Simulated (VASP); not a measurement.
# GaN (P6_3mc) in VASP: single point with r2SCAN

Aim: the single point of GaN with r2SCAN.

Everything below comes from runs of VASP 6.6.1. Logs are shortened: lines on timing, memory, paths and dates and some standing lists are left out, and cuts for length are marked.

### 1 The cell of the first run

Symmetry: P6_3mc, No. 186, hexagonal system. The conventional cell has a = 3.180 Å, b = 3.180 Å, c = 5.166 Å, α = 90.00°, β = 90.00°, γ = 120.00°. Within 2.6 Å of Ga (site symmetry 3m) lie 4 N at 1.94 to 1.95 Å. Within 2.6 Å of N (site symmetry 3m) lie 4 Ga at 1.94 to 1.95 Å.

### 2 Single point, r2SCAN

File POSCAR:

```
GaN
1.0
   -3.1799996605      0.0000000000      0.0000000000
   -1.5899998302     -2.7539604900      0.0000000000
    0.0000000000      0.0000000000     10.3320000000
Ga N
4 4
Direct
    0.3333333333      0.3333333333      0.0000000000
    0.3333333333      0.3333333333      0.5000000000
    0.6666666667      0.6666666667      0.2500000000
    0.6666666667      0.6666666667      0.7500000000
    0.3333333333      0.3333333333      0.1875000000
    0.3333333333      0.3333333333      0.6875000000
    0.6666666667      0.6666666667      0.4375000000
    0.6666666667      0.6666666667      0.9375000000
```

File INCAR.step1:

```
SYSTEM = GaN
PREC = Accurate ; ENCUT = 520
ISMEAR = 0 ; SIGMA = 0.05
LREAL = .False. ; LASPH = .True.
NELM = 80 ; NBANDS = 46
GGA = PE ; ALGO = Normal
EDIFF = 1E-4 ; LWAVE = .True.
LCHARG = .False.
```

File INCAR.step2:

```
SYSTEM = GaN
PREC = Accurate ; ENCUT = 520
EDIFF = 1E-6 ; ISMEAR = 0
SIGMA = 0.05 ; LREAL = .False.
LASPH = .True. ; NELM = 80
ALGO = Normal ; ISIF = 2
LWAVE = .False. ; LCHARG = .False.
METAGGA = R2SCAN ; LMIXTAU = .True.
NBANDS = 46 ; ISTART = 1
```

File KPOINTS:

```
regular mesh
0
Gamma
  10 10 3
  0 0 0
```

Potentials or basis: VASP PAW PBE potentials, release 64 (Ga_d, N).

On the command line:

```bash
$ cat potpaw_PBE.64/Ga_d/POTCAR potpaw_PBE.64/N/POTCAR > POTCAR
$ cp INCAR.step1 INCAR
$ mpirun -np 1 vasp_std > vasp.out
$ cp INCAR.step2 INCAR
$ mpirun -np 1 vasp_std > vasp.out
```

OUTCAR:

```text
SYSTEM = GaN
   PREC = Accurate
   ENCUT = 520
   EDIFF = 1E-6
   ISMEAR = 0
   LREAL = .False.
   LASPH = .True.
   NELM = 80
   ISIF = 2
   METAGGA = R2SCAN
   ISTART = 1

 ion  position               nearest neighbor table
   1  0.333  0.333  0.000-   5 1.94   8 1.95   8 1.95   8 1.95
   2  0.333  0.333  0.500-   6 1.94   7 1.95   7 1.95   7 1.95
   3  0.667  0.667  0.250-   7 1.94   5 1.95   5 1.95   5 1.95
   4  0.667  0.667  0.750-   8 1.94   6 1.95   6 1.95   6 1.95
   5  0.333  0.333  0.188-   1 1.94   3 1.95   3 1.95   3 1.95
   6  0.333  0.333  0.688-   2 1.94   4 1.95   4 1.95   4 1.95
   7  0.667  0.667  0.438-   3 1.94   2 1.95   2 1.95   2 1.95
   8  0.667  0.667  0.938-   4 1.94   1 1.95   1 1.95   1 1.95

  LATTYP: Found a hexagonal cell.
 ALAT       =     3.1799996605
 C/A-ratio  =     3.2490569507

  Lattice vectors:

 A1 = (   1.5899998302,   2.7539604900,   0.0000000000)
 A2 = (  -3.1799996605,   0.0000000000,   0.0000000000)
 A3 = (   0.0000000000,   0.0000000000,  10.3320000000)

Analysis of symmetry for initial positions (statically):
=====================================================================
 Subroutine PRICEL returns following result:

  LATTYP: Found a hexagonal cell.
 ALAT       =     3.1799996605
 C/A-ratio  =     1.6245284753

  Lattice vectors:

 A1 = (   1.5899998302,   2.7539604900,   0.0000000000)
 A2 = (  -3.1799996605,   0.0000000000,   0.0000000000)
 A3 = (   0.0000000000,   0.0000000000,   5.1660000000)

   2 primitive cells build up your supercell.

 Routine SETGRP: Setting up the symmetry group for a
 hexagonal supercell.

 Subroutine GETGRP returns: Found 12 space group operations
 (whereof  6 operations were pure point group operations)
 out of a pool of 24 trial point group operations.

The static configuration has the point symmetry C_3v.
 The point group associated with its full space group is C_6v.

Analysis of symmetry for dynamics (positions and initial velocities):
=====================================================================
 Subroutine PRICEL returns following result:

  LATTYP: Found a hexagonal cell.
 ALAT       =     3.1799996605
 C/A-ratio  =     1.6245284753

  Lattice vectors:

 A1 = (   1.5899998302,   2.7539604900,   0.0000000000)
 A2 = (  -3.1799996605,   0.0000000000,   0.0000000000)
 A3 = (   0.0000000000,   0.0000000000,   5.1660000000)

   2 primitive cells build up your supercell.

 Routine SETGRP: Setting up the symmetry group for a
 hexagonal supercell.

 Subroutine GETGRP returns: Found 12 space group operations
 (whereof  6 operations were pure point group operations)
 out of a pool of 24 trial point group operations.

The dynamic configuration has the point symmetry C_3v.
 The point group associated with its full space group is C_6v.

 Subroutine INISYM returns: Found 12 space group operations
 (whereof  6 operations are pure point group operations),
 and found     2 'primitive' translations

----------------------------------------------------------------------------------------

                                     Primitive cell

  volume of cell :      45.2417

  direct lattice vectors                    reciprocal lattice vectors
     1.589999830  2.753960490  0.000000000     0.000000000  0.363113416  0.000000000
    -3.179999661  0.000000000  0.000000000    -0.314465442  0.181556708  0.000000000
     0.000000000  0.000000000  5.166000000     0.000000000  0.000000000  0.193573364

  length of vectors
     3.179999660  3.179999661  5.166000000     0.363113416  0.363113416  0.193573364

  position of ions in fractional coordinates (direct lattice)
     0.666666667  0.333333333  0.000000000
     0.333333333  0.666666667  0.500000000
     0.666666667  0.333333333  0.375000000
     0.333333333  0.666666667  0.875000000

  ion indices of the primitive-cell ions
   primitive index   ion index
                 1           1
                 2           3
                 3           5
                 4           8

----------------------------------------------------------------------------------------

 KPOINTS: regular mesh

Automatic generation of k-mesh.
 Grid dimensions read from file:
 generate k-points for:   10   10    3

 Generating k-lattice:

  Cartesian coordinates                     Fractional coordinates (reciprocal lattice)
    -0.031446544  0.018155671  0.000000000     0.100000000 -0.000000000  0.000000000
     0.000000000 -0.036311342  0.000000000     0.000000000  0.100000000  0.000000000
     0.000000000  0.000000000  0.032262227     0.000000000  0.000000000  0.333333333

  Length of vectors
     0.036311342  0.036311342  0.032262227

  Shift w.r.t. Gamma in fractional coordinates (k-lattice)
     0.000000000  0.000000000  0.000000000

 Subroutine IBZKPT returns following result:
 ===========================================

 Found     28 irreducible k-points:

 Following reciprocal coordinates:
            Coordinates               Weight
  0.000000  0.000000  0.000000      1.000000
  0.100000 -0.000000  0.000000      6.000000
  0.200000 -0.000000  0.000000      6.000000
  0.300000 -0.000000  0.000000      6.000000
  0.400000 -0.000000  0.000000      6.000000
  0.500000 -0.000000  0.000000      3.000000
[... 16 lines left out ...]
  0.400000  0.100000  0.333333     24.000000
  0.500000  0.100000  0.333333     24.000000
 [... further k-points ...]
   k-points           NKPTS =     28   k-points in BZ     NKDIM =     28   number of bands    NBANDS=     46
   number of dos      NEDOS =    301   number of ions     NIONS =      8
   total plane-waves  NPLWV =  46080
   dimension x,y,z NGX =    24 NGY =   24 NGZ =   80
   dimension x,y,z NGXF=    48 NGYF=   48 NGZF=  160
   ions per type =               4   4
   NGX,Y,Z   is equivalent  to a cutoff of  12.55, 12.55, 12.87 a.u.
   NGXF,Y,Z  is equivalent  to a cutoff of  25.09, 25.09, 25.74 a.u.
 SYSTEM =  GaN
   PREC   = accura    normal or accurate (medium, high low for compatibility)
   ISTART =      1    job   : 0-new  1-cont  2-samecut
   ICHARG =      0    charge: 1-file 2-atom 10-const
   ISPIN  =      1    spin polarized calculation?
   LNONCOLLINEAR =      F non collinear calculations
   LSORBIT =      F    spin-orbit coupling
   LASPH  =      T    aspherical Exc in radial PAW
   ENCUT  =  520.0 eV  38.22 Ry    6.18 a.u.   5.91  5.91 19.21*2*pi/ulx,y,z
   NELM   =     80;   NELMIN=  2; NELMDL=  0     # of ELM steps
   EDIFF  = 0.1E-05   stopping-criterion for ELM
   LREAL  =      F    real-space projection
   EDIFFG = 0.1E-04   stopping-criterion for IOM
   NSW    =      0    number of steps for IOM
   IBRION =     -1    ionic relax: 0-MD 1-quasi-New 2-CG
   NFREE  =      0    steps in history (QN), initial steepest desc. (CG)
   ISIF   =      2    stress and relaxation
   ISYM   =      2    0-nonsym 1-usesym 2-fastsym
   POTIM  = 0.5000    time-step for ionic-motion
   TEBEG  =    0.0;   TEEND  =   0.0 temperature during run
   PSTRESS=    0.0 pullay stress
   NELECT =      72.0000    total number of electrons
   NUPDOWN=      -1.0000    fix difference up-down
   EMIN   =  10.00;   EMAX   =-10.00  energy-range for DOS
   EFERMI =   0.00;   METHOD = LEGACY
   ISMEAR =     0;   SIGMA  =   0.05  broadening in eV -4-tet -1-fermi 0-gaus
   EFERMI_NEDOS =   21; number of points for ismear=-14 and -15
   IALGO  =     38    algorithm
   IMIX   =      4    mixing-type and parameters
     AMIX     =   0.40;   BMIX     =  1.00
     AMIX_MAG =   1.60;   BMIX_MAG =  1.00
  volume/ion in A,a.u.               =      11.31        76.33
  Fermi-wavevector in a.u.,A,eV,Ry     =   1.517036  2.866783 31.312431  2.301399
  Thomas-Fermi vector in A             =   2.626346
   LORBIT       =      0    0 simple, 1 ext, 2 COOP (PROOUT), +10 PAW based schemes
   METAGGA = R2SCAN    functional components
   LHFCALC =     F    Hartree Fock is set to
   AEXX    =    0.0000 exact exchange contribution
   IVDW    =     0    specifies the selected vdW correction
   LEPSILON=     F    determine dielectric tensor
   LRPA    =     F    only Hartree local field effects (RPA)
 non-spin polarized calculation
 Gauss-broadening in eV      SIGMA  =   0.05
  energy-cutoff  :      520.00
  volume of cell :       90.48
 maximum number of plane-waves:      2460
   NGX = 11   NGY = 11   NGZ = 39

 number of electron      72.0000004 magnetization

 Free energy of the ion-electron system (eV)
  ---------------------------------------------------
  ext. energy  EPLUGINS =         0.00000000
  ---------------------------------------------------
  free energy    TOTEN  =       -87.63327368 eV

  energy without entropy =      -87.63327368  energy(sigma->0) =      -87.63327368

 E-fermi :   5.3852     XC(G=0): -12.6954

 val. band max:        5.1666421217   @ k =   0.0000   0.0000   0.0000
 cond. band min:       7.5425136619   @ k =   0.0000   0.0000   0.0000
 fundamental gap:      2.3758715402
 Fermi energy:         5.3852024973

 k-point     1 :       0.0000    0.0000    0.0000
  band No.  band energies     occupation
      1     -11.6989      2.00000
      2     -11.1028      2.00000
      3     -11.1028      2.00000
      4     -10.6684      2.00000
      5      -8.6768      2.00000
      6      -8.6540      2.00000
[... 38 lines left out ...]
     45      15.7620      0.00000
     46      16.2838      0.00000

 k-point     2 :       0.1000   -0.0000    0.0000
  band No.  band energies     occupation
      1     -11.5993      2.00000
      2     -11.0359      2.00000
      3     -11.0359      2.00000
      4     -10.6400      2.00000
      5      -8.6639      2.00000
      6      -8.6392      2.00000
[... 38 lines left out ...]
     45      16.0293      0.00000
     46      16.2000      0.00000

 k-point     3 :       0.2000   -0.0000    0.0000
  band No.  band energies     occupation
      1     -11.3369      2.00000
      2     -10.8699      2.00000
      3     -10.8699      2.00000
      4     -10.5742      2.00000
      5      -8.6295      2.00000
      6      -8.6063      2.00000
[... 1018 lines left out ...]
     45      15.6235      0.00000
     46      15.7278      0.00000

 k-point    24 :       0.5000    0.1000    0.3333
  band No.  band energies     occupation
      1     -10.6638      2.00000
      2     -10.5975      2.00000
      3     -10.4875      2.00000
      4     -10.4739      2.00000
      5      -8.5933      2.00000
      6      -8.5918      2.00000
[... 38 lines left out ...]
     45      15.3969      0.00000
     46      15.9343      0.00000

 [... further k-points ...]
[... 5 lines left out ...]
  --------------------------------------------------------------------------------------
  -------------------------------------------------------------------------------------
  Total        0.8589052      0.8589052      1.9685065     -0.0000000      0.0000000      0.0000000
  in kB       15.2085090     15.2085090     34.8560565     -0.0000000      0.0000000      0.0000000
  external PRESSURE =      21.7576915 kB  Pullay stress =       0.0000000 kB

 VOLUME and BASIS-vectors are now :
 -----------------------------------------------------------------------------
  energy-cutoff  :      520.00
  volume of cell :       90.48
      direct lattice vectors                 reciprocal lattice vectors
    -3.179999661  0.000000000  0.000000000    -0.314465442  0.181556708  0.000000000
    -1.589999830 -2.753960490  0.000000000     0.000000000 -0.363113416  0.000000000
     0.000000000  0.000000000 10.332000000     0.000000000  0.000000000  0.096786682

 POSITION                                       TOTAL-FORCE (eV/Angst)
 -----------------------------------------------------------------------------------
     -1.59000     -0.91799      0.00000         0.000000      0.000000     -0.137043
     -1.59000     -0.91799      5.16600        -0.000000      0.000000     -0.137043
     -3.18000     -1.83597      2.58300        -0.000000     -0.000000     -0.137043
     -3.18000     -1.83597      7.74900        -0.000000     -0.000000     -0.137043
     -1.59000     -0.91799      1.93725         0.000000     -0.000000      0.137043
     -1.59000     -0.91799      7.10325         0.000000     -0.000000      0.137043
     -3.18000     -1.83597      4.52025         0.000000      0.000000      0.137043
     -3.18000     -1.83597      9.68625         0.000000      0.000000      0.137043
 -----------------------------------------------------------------------------------
    total drift:                                0.000004      0.000002      0.099977

  FREE ENERGIE OF THE ION-ELECTRON SYSTEM (eV)
  ---------------------------------------------------
  free  energy   TOTEN  =       -87.6332736759 eV

  energy  without entropy=      -87.6332736759  energy(sigma->0) =      -87.63327368
```

It took 11 min on 1 thread of Intel Xeon 6975P-C, shared host; peak memory 0.26 GiB.

What came out:

- Free energy: -87.6333 eV
- Pressure: 2.2 GPa
- Largest force: 0.137 eV/Å
- Band gap on the k mesh: 2.38 eV

Forces on the atoms (eV/Å):
```
Ga   0.000  0.000 -0.137
Ga   0.000  0.000 -0.137
Ga   0.000  0.000 -0.137
Ga   0.000  0.000 -0.137
N    0.000  0.000  0.137
N    0.000  0.000  0.137
N    0.000  0.000  0.137
N    0.000  0.000  0.137
```

Caveat: the PAW data sets were made with another functional, which shifts forces and pressure a little. r2SCAN opens gaps a little over a GGA but as a rule still falls short of measured ones.
